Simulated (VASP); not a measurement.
The system is LiCl.

```xyz
2
Lattice="0.0000 2.5648 2.5648 2.5648 0.0000 2.5648 2.5648 2.5648 0.0000" Properties=species:S:1:pos:R:3 pbc="T T T"
Cl    2.5648    2.5648    2.5648
Li    0.0000    0.0000    0.0000
```

```yaml
Program: VASP 6.6.1
Task: relaxation of cell and atoms
Functional: PBEsol
Potentials_or_basis: VASP PAW PBE potentials, release 64 (Cl, Li_sv)
Cutoff: 600 eV
k_mesh: 9 × 9 × 9
Occupations: fermi-dirac, width 0.05 eV
Spin: no spin polarisation
```

At the start: pressure -1.3 GPa; volume 16.87 Å³/atom.

Q: How do energy, volume and symmetry change on relaxing?

A: Over 3 steps the energy falls by 2.8 meV/atom and the volume is 16.23 Å³/atom (-3.8 %); space group Fm-3m (No. 225, to 0.05 Å).

The path:
```
step  energy change (eV)  largest force (eV/Å)  pressure (GPa)  volume (Å³)
   1              0.0000                0.0000           -1.30        33.74
   2             -0.0042                0.0000           -0.69        33.08
   3             -0.0056                0.0000           -0.07        32.47
```

Final structure:
```
CELL_PARAMETERS angstrom
0.00000 2.53209 2.53209
2.53209 0.00000 2.53209
2.53209 2.53209 0.00000
ATOMIC_POSITIONS crystal
Cl 0.50000 0.50000 0.50000
Li 0.00000 0.00000 0.00000
```

Caveat: the cutoff is under 1.25 times the usual one of these potentials, so pressure, stress and relaxed cells hold a basis-set (Pulay) error; the PAW data sets were made with another functional, which shifts forces and pressure a little.
